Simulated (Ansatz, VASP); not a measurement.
Te2As in VASP and in Ansatz

```
Te As
1.0
     0.00000    3.48655    3.48655
     3.48655    0.00000    3.48655
     3.48655    3.48655    0.00000
Te As
2 1
Direct
  0.25000 0.25000 0.25000
  0.75000 0.75000 0.75000
  0.00000 0.00000 0.00000
```

Alike in both runs: task relaxation of cell and atoms; functional PBE; k mesh 12 × 12 × 12; occupations gaussian, width 0.1 eV; no spin polarisation.

```csv
,VASP,Ansatz
version,VASP 6.6.1,Ansatz 0.2.0
potentials or method,"VASP PAW PBE potentials, release 64 (Te, As), cutoff 600 eV","scalar-relativistic, plane waves, PAW"
valence electrons in the cell,17,47
```

```csv
,VASP,Ansatz,Ansatz less VASP
"gap on the k mesh at the Fermi level, each at its own relaxed structure (eV)",none,none,-
relaxed volume (Å³/atom),29.78,29.81,+0.028
relaxed cell length with the largest relative difference (Å),5.018,5.020,+0.0016
```

A gap of «none» marks a metal or a gap that the smearing closes. VASP's potentials hold 17 valence electrons a cell and Ansatz's 47, so a difference there can come from the potentials and not from the codes.

Spin-orbit coupling is off throughout.
